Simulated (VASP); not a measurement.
# Sb (a cell with a defect) in VASP: further runs

Sb (a cell with a defect) is run at these levels: PBEsol; tasks: single point.

Program: VASP 6.6.1. These are calculated values, not measurements. Logs are shortened: lines on timing, memory, paths and dates and some standing lists are left out, and cuts for length are marked.

### Step 1. The cell of the first run

The cell holds a defect, 28 atoms: a = 9.250 Å, b = 9.250 Å, c = 9.250 Å, α = 90.00°, β = 90.00°, γ = 90.00°.

### Step 2. Single point, PBEsol

Contents of INCAR:

```
SYSTEM = Sb
  PREC = Accurate
  ENCUT = 520
  EDIFF = 1E-6
  ISMEAR = -1
  SIGMA = 0.15
  LREAL = Auto
  LASPH = .TRUE.
  NELM = 100
  ALGO = Normal
  ISIF = 2
  LWAVE = .FALSE.
  LCHARG = .FALSE.
  GGA = PS
  NBANDS = 90
```

Contents of KPOINTS:

```
Automatic mesh
0
G
  1 1 1
  0 0 0
```

Contents of POSCAR:

```
Sb
1.0
    9.2500310000      0.0000000000      0.0000000000
    0.0000000000      9.2500310000      0.0000000000
    0.0000000000      0.0000000000      9.2500310000
Sb
28
Direct
    0.2387883889     -0.0832213427     -0.0761727177
   -0.1977074455     -0.1551994799      0.1966047465
   -0.2220641206      0.0348863696      0.6119114628
   -0.1560319095      0.2407991930     -0.0040107974
   -0.1273725461      0.2003668961      0.3172421801
    0.1552427230      0.5807764320      0.8034891991
    0.2326694905      0.5265279651      0.0950699517
   -0.0154269753      0.4937713182      0.4198904847
   -0.3849068182      0.4439552689      0.4090040347
    0.5106145050     -0.0076972715      0.2174587307
    0.1334373906     -0.1698805118      0.2157614391
    0.0528106338      0.2934044221      0.6616734582
    0.1712210478      0.2257397840     -0.0417404007
    0.2163776532      0.1174914981      0.2794693337
    0.4736957098      0.5424306146      0.7460947969
    0.5095658598      0.6828085225      0.0209837135
    0.4083878205      0.7091435694      0.3303232173
    0.4417282493      0.8497485035      0.6203546777
    0.9116726203     -0.0561944063     -0.0918375301
    0.4988631930      0.1346481974      0.5058253318
    0.4624957473      0.2579883246      0.8545052444
    0.5481711359      0.3445501966      0.1153509648
    0.2992638619      0.4415012231      0.3980851524
    0.7629271729      0.3553934035      0.7044949363
    0.8534241669      0.6403329892     -0.1746048202
    0.8931105204      0.5357279343      0.1062482926
    0.7371326647      0.7311867387      0.4830794621
    0.5704629530      0.9484508755      0.8878564839
```

Potentials or basis: VASP PAW PBE potentials, release 64 (Sb).

On the command line:

```
$ cat potpaw_PBE.64/Sb/POTCAR > POTCAR
$ mpirun -np 1 vasp_gam > vasp.out
```

OUTCAR:

```text
SYSTEM = Sb
   PREC = Accurate
   ENCUT = 520
   EDIFF = 1E-6
   ISMEAR = -1
   LREAL = Auto
   LASPH = .TRUE.
   NELM = 100
   ISIF = 2
   GGA = PS

 ion  position               nearest neighbor table
   1  0.239  0.917  0.924-  13 2.94  11 2.98  19 3.04  28 3.10   6 3.39  16 3.43  18 3.43  10 3.77
                            14 3.78
   2  0.802  0.845  0.197-  27 2.91  19 3.00  10 3.03  11 3.07  26 3.09  16 3.50   5 3.53  28 3.70

   3  0.778  0.035  0.612-  20 2.91  27 3.07  24 3.09  19 3.12   5 3.25  28 3.29  12 3.52  18 3.55

   4  0.844  0.241  0.996-  19 2.93  26 2.95  24 2.99   5 3.01  13 3.05  22 3.10  12 3.68  21 3.77

   5  0.873  0.200  0.317-   4 3.01   8 3.06   3 3.25  14 3.29   9 3.39   2 3.53  26 3.67  12 3.70
                            22 3.78
   6  0.155  0.581  0.803-   7 2.84  25 2.85  15 3.01  12 3.11   1 3.39  13 3.59  26 3.73
   7  0.233  0.527  0.095-   6 2.84  23 2.98  16 3.02  13 3.11  26 3.14  11 3.16  17 3.20  22 3.37

   8  0.985  0.494  0.420-  23 2.96  12 2.97  26 3.05   5 3.06  27 3.23   9 3.45  24 3.57
   9  0.615  0.444  0.409-  23 2.92  22 2.93  27 2.97  24 3.16  20 3.18  17 3.19   5 3.39   8 3.45
                            15 3.50
  10  0.511  0.992  0.217-  17 2.97  20 2.98  14 3.01   2 3.03  28 3.13  16 3.39  22 3.41   1 3.77

  11  0.133  0.830  0.216-  14 2.83  17 2.97   1 2.98   2 3.07   7 3.16  26 3.66  19 3.66
  12  0.053  0.293  0.662-  24 2.77   8 2.97  13 3.02   6 3.11   3 3.52  23 3.61   4 3.68   5 3.70

  13  0.171  0.226  0.958-  21 2.88   1 2.94  12 3.02   4 3.05   7 3.11  14 3.16  19 3.57   6 3.59

  14  0.216  0.117  0.279-  11 2.83  10 3.01  13 3.16  23 3.28   5 3.29  20 3.35   1 3.78
  15  0.474  0.542  0.746-  21 2.82  16 2.87   6 3.01  18 3.09  24 3.21   9 3.50  25 3.70  23 3.72

  16  0.510  0.683  0.021-  28 2.81  15 2.87   7 3.02  17 3.02  22 3.27  10 3.39   1 3.43   2 3.50
                            25 3.68
  17  0.408  0.709  0.330-  23 2.75  11 2.97  10 2.97  18 3.00  16 3.02   9 3.19   7 3.20  27 3.36

  18  0.442  0.850  0.620-  20 2.89  28 2.89  17 3.00  15 3.09  27 3.21   1 3.43   3 3.55
  19  0.912  0.944  0.908-   4 2.93  25 2.96   2 3.00   1 3.04   3 3.12  28 3.16  13 3.57  11 3.66

  20  0.499  0.135  0.506-  18 2.89   3 2.91  10 2.98   9 3.18  14 3.35  21 3.44  23 3.53  24 3.68

  21  0.462  0.258  0.855-  22 2.66  15 2.82  13 2.88  28 3.05  24 3.23  20 3.44   4 3.77
  22  0.548  0.345  0.115-  21 2.66   9 2.93   4 3.10  16 3.27   7 3.37  10 3.41  23 3.60  26 3.65
                             5 3.78
  23  0.299  0.442  0.398-  17 2.75   9 2.92   8 2.96   7 2.98  14 3.28  20 3.53  22 3.60  12 3.61
                            15 3.72
  24  0.763  0.355  0.704-  12 2.77  25 2.98   4 2.99   3 3.09   9 3.16  15 3.21  21 3.23   8 3.57
                            20 3.68
  25  0.853  0.640  0.825-  26 2.80   6 2.85  19 2.96  24 2.98  27 3.45  16 3.68  15 3.70
  26  0.893  0.536  0.106-  25 2.80   4 2.95   8 3.05   2 3.09   7 3.14  22 3.65  11 3.66   5 3.67
                             6 3.73
  27  0.737  0.731  0.483-   2 2.91   9 2.97   3 3.07  18 3.21   8 3.23  17 3.36  25 3.45
  28  0.570  0.948  0.888-  16 2.81  18 2.89  21 3.05   1 3.10  10 3.13  19 3.16   3 3.29   2 3.70

  LATTYP: Found a simple cubic cell.
 ALAT       =     9.2500310000

  Lattice vectors:

 A1 = (   9.2500310000,   0.0000000000,   0.0000000000)
 A2 = (   0.0000000000,   9.2500310000,   0.0000000000)
 A3 = (   0.0000000000,   0.0000000000,   9.2500310000)

Analysis of symmetry for initial positions (statically):
=====================================================================
 Subroutine PRICEL returns:
 Original cell was already a primitive cell.

 Routine SETGRP: Setting up the symmetry group for a
 simple cubic supercell.

 Subroutine GETGRP returns: Found  1 space group operations
 (whereof  1 operations were pure point group operations)
 out of a pool of 48 trial point group operations.

The static configuration has the point symmetry C_1 .

Analysis of symmetry for dynamics (positions and initial velocities):
=====================================================================
 Subroutine PRICEL returns:
 Original cell was already a primitive cell.

 Routine SETGRP: Setting up the symmetry group for a
 simple cubic supercell.

 Subroutine GETGRP returns: Found  1 space group operations
 (whereof  1 operations were pure point group operations)
 out of a pool of 48 trial point group operations.

The dynamic configuration has the point symmetry C_1 .

 Subroutine INISYM returns: Found  1 space group operations
 (whereof  1 operations are pure point group operations),
 and found     1 'primitive' translations

----------------------------------------------------------------------------------------

                                     Primitive cell

  volume of cell :     791.4611

  direct lattice vectors                    reciprocal lattice vectors
     9.250031000  0.000000000  0.000000000     0.108107746  0.000000000  0.000000000
     0.000000000  9.250031000  0.000000000     0.000000000  0.108107746  0.000000000
     0.000000000  0.000000000  9.250031000     0.000000000  0.000000000  0.108107746

  length of vectors
     9.250031000  9.250031000  9.250031000     0.108107746  0.108107746  0.108107746

  position of ions in fractional coordinates (direct lattice)
     0.238788389  0.916778657  0.923827282
     0.802292554  0.844800520  0.196604747
     0.777935879  0.034886370  0.611911463
     0.843968090  0.240799193  0.995989203
     0.872627454  0.200366896  0.317242180
     0.155242723  0.580776432  0.803489199
[... 20 lines left out ...]
     0.737132665  0.731186739  0.483079462
     0.570462953  0.948450876  0.887856484

  ion indices of the primitive-cell ions
   primitive index   ion index
                 1           1
                 2           2
                 3           3
                 4           4
                 5           5
                 6           6
[... 20 lines left out ...]
                27          27
                28          28

----------------------------------------------------------------------------------------

 KPOINTS: Automatic mesh

Automatic generation of k-mesh.
 Grid dimensions read from file:
 generate k-points for:    1    1    1

 Generating k-lattice:

  Cartesian coordinates                     Fractional coordinates (reciprocal lattice)
     0.108107746  0.000000000  0.000000000     1.000000000  0.000000000  0.000000000
     0.000000000  0.108107746  0.000000000     0.000000000  1.000000000  0.000000000
     0.000000000  0.000000000  0.108107746     0.000000000  0.000000000  1.000000000

  Length of vectors
     0.108107746  0.108107746  0.108107746

  Shift w.r.t. Gamma in fractional coordinates (k-lattice)
     0.000000000  0.000000000  0.000000000

 Subroutine IBZKPT returns following result:
 ===========================================

 Found      1 irreducible k-points:

 Following reciprocal coordinates:
            Coordinates               Weight
  0.000000  0.000000  0.000000      1.000000
   k-points           NKPTS =      1   k-points in BZ     NKDIM =      1   number of bands    NBANDS=     90
   number of dos      NEDOS =    301   number of ions     NIONS =     28
   total plane-waves  NPLWV = 343000
   dimension x,y,z NGX =    70 NGY =   70 NGZ =   70
   dimension x,y,z NGXF=   140 NGYF=  140 NGZF=  140
   ions per type =              28
   NGX,Y,Z   is equivalent  to a cutoff of  12.58, 12.58, 12.58 a.u.
   NGXF,Y,Z  is equivalent  to a cutoff of  25.16, 25.16, 25.16 a.u.
 SYSTEM =  Sb
   PREC   = accura    normal or accurate (medium, high low for compatibility)
   ISTART =      0    job   : 0-new  1-cont  2-samecut
   ICHARG =      2    charge: 1-file 2-atom 10-const
   ISPIN  =      1    spin polarized calculation?
   LNONCOLLINEAR =      F non collinear calculations
   LSORBIT =      F    spin-orbit coupling
   LASPH  =      T    aspherical Exc in radial PAW
   ENCUT  =  520.0 eV  38.22 Ry    6.18 a.u.  17.20 17.20 17.20*2*pi/ulx,y,z
   NELM   =    100;   NELMIN=  2; NELMDL= -5     # of ELM steps
   EDIFF  = 0.1E-05   stopping-criterion for ELM
   LREAL  =      T    real-space projection
   EDIFFG = 0.1E-04   stopping-criterion for IOM
   NSW    =      0    number of steps for IOM
[... 5 lines left out ...]
   TEBEG  =    0.0;   TEEND  =   0.0 temperature during run
   PSTRESS=    0.0 pullay stress
   NELECT =     140.0000    total number of electrons
   NUPDOWN=      -1.0000    fix difference up-down
   EMIN   =  10.00;   EMAX   =-10.00  energy-range for DOS
   EFERMI =   0.00;   METHOD = LEGACY
   ISMEAR =    -1;   SIGMA  =   0.15  broadening in eV -4-tet -1-fermi 0-gaus
   EFERMI_NEDOS =   21; number of points for ismear=-14 and -15
   IALGO  =     38    algorithm
   IMIX   =      4    mixing-type and parameters
     AMIX     =   0.40;   BMIX     =  1.00
     AMIX_MAG =   1.60;   BMIX_MAG =  1.00
  volume/ion in A,a.u.               =      28.27       190.75
  Fermi-wavevector in a.u.,A,eV,Ry     =   0.918983  1.736627 11.490534  0.844530
  Thomas-Fermi vector in A             =   2.044126
   LORBIT       =      0    0 simple, 1 ext, 2 COOP (PROOUT), +10 PAW based schemes
   GGA     = PS    functional components
   LHFCALC =     F    Hartree Fock is set to
   AEXX    =    0.0000 exact exchange contribution
   IVDW    =     0    specifies the selected vdW correction
   LEPSILON=     F    determine dielectric tensor
   LRPA    =     F    only Hartree local field effects (RPA)
 non-spin polarized calculation
  energy-cutoff  :      520.00
  volume of cell :      791.46
 maximum number of plane-waves:     10624
 NGX is ok and might be reduce to    70
   NGX = 35   NGY = 35   NGZ = 35

 number of electron     139.9999999 magnetization

 Free energy of the ion-electron system (eV)
  ---------------------------------------------------
  ext. energy  EPLUGINS =         0.00000000
  ---------------------------------------------------
  free energy    TOTEN  =      -131.97432127 eV

  energy without entropy =     -131.16386065  energy(sigma->0) =     -131.56909096

 E-fermi :   7.2296     XC(G=0):  -9.9150

 val. band max:        7.1482559876   @ k =   0.0000   0.0000   0.0000
 cond. band min:       7.2462765246   @ k =   0.0000   0.0000   0.0000
 fundamental gap:      0.0980205371
 Fermi energy:         7.2296379630

 k-point     1 :       0.0000    0.0000    0.0000
  band No.  band energies     occupation
      1      -5.5585      2.00000
      2      -4.3810      2.00000
      3      -4.0920      2.00000
      4      -3.9998      2.00000
      5      -3.8664      2.00000
      6      -3.5573      2.00000
[... 74 lines left out ...]
     81       9.6469      0.00000
     82       9.8419      0.00000
 [bands above 82 left out]

------------------------ aborting loop because EDIFF is reached ----------------------------------------

  FORCE on cell =-STRESS in cart. coord.  units (eV):
  Direction    XX          YY          ZZ          XY          YZ          ZX
  --------------------------------------------------------------------------------------
  -------------------------------------------------------------------------------------
  Total       14.2430991      7.9733170      9.2278233      0.8320673     -2.7865709      1.6662919
  in kB       28.8327134     16.1406139     18.6801469      1.6843777     -5.6409352      3.3731223
  external PRESSURE =      21.2178247 kB  Pullay stress =       0.0000000 kB

 VOLUME and BASIS-vectors are now :
 -----------------------------------------------------------------------------
  energy-cutoff  :      520.00
  volume of cell :      791.46
      direct lattice vectors                 reciprocal lattice vectors
     9.250031000  0.000000000  0.000000000     0.108107746  0.000000000  0.000000000
     0.000000000  9.250031000  0.000000000     0.000000000  0.108107746  0.000000000
     0.000000000  0.000000000  9.250031000     0.000000000  0.000000000  0.108107746

 POSITION                                       TOTAL-FORCE (eV/Angst)
 -----------------------------------------------------------------------------------
      2.20880      8.48023      8.54543         0.102797     -0.671361      0.036471
      7.42123      7.81443      1.81860         0.853019      0.496088      0.418579
      7.19593      0.32270      5.66020         0.637623      0.733470     -0.625581
      7.80673      2.22740      9.21293        -0.210261      0.506609      0.337923
      8.07183      1.85340      2.93450         0.331048     -0.272759      0.497533
      1.43600      5.37220      7.43230         0.598998     -0.169118     -0.318935
[... 20 lines left out ...]
      6.81850      6.76350      4.46850         0.190037     -0.171490      0.558778
      5.27680      8.77320      8.21270        -0.070140      1.009874      0.264962
 -----------------------------------------------------------------------------------
    total drift:                                0.007886      0.016461     -0.004746

  FREE ENERGIE OF THE ION-ELECTRON SYSTEM (eV)
  ---------------------------------------------------
  free  energy   TOTEN  =      -131.9743212743 eV

  energy  without entropy=     -131.1638606531  energy(sigma->0) =     -131.56909096
```

It took 2.7 min on 1 thread of AMD EPYC 9R45 (Zen 5), shared host; peak memory 0.58 GiB.

Results:

```
Free energy   : -131.9743 eV
Pressure      : 2.1 GPa
Largest force : 2.303 eV/Å
```

Forces on the atoms (eV/Å):
```
Sb   0.103 -0.671  0.036
Sb   0.853  0.496  0.419
Sb   0.638  0.733 -0.626
Sb  -0.210  0.507  0.338
Sb   0.331 -0.273  0.498
Sb   0.599 -0.169 -0.319
Sb  -1.006 -0.717 -0.587
Sb  -0.604  0.192 -0.316
Sb   1.195 -0.944  0.233
Sb   0.118  1.215  0.164
Sb  -0.799 -0.381  0.064
Sb   0.489 -0.255 -0.228
Sb  -0.038  0.535  0.778
Sb  -0.300  0.744 -0.264
Sb  -0.452  0.814 -0.937
Sb   0.565 -1.551 -0.015
Sb   0.876  1.951 -0.164
Sb  -0.144 -0.669  0.664
Sb  -0.597 -0.366 -0.372
Sb  -0.434  0.332 -0.216
Sb  -0.090 -1.279 -1.913
Sb   0.745  0.181  0.847
Sb  -0.433 -1.672  0.883
Sb  -0.090 -0.213  0.514
Sb  -1.368  0.574 -0.718
Sb  -0.066  0.046  0.414
Sb   0.190 -0.171  0.559
Sb  -0.070  1.010  0.265
```

Stress tensor (GPa, compression positive):
```
 2.88  0.17  0.34
 0.17  1.61 -0.56
 0.34 -0.56  1.87
```

Caveat: the k points lie up to 0.68 Å⁻¹ apart; the atoms stand as in a frame of molecular dynamics; the PAW data sets were made with another functional, which shifts forces and pressure a little; spin-orbit coupling is left out, which moves the levels of the heavy elements.

[end of part 1 of 2]
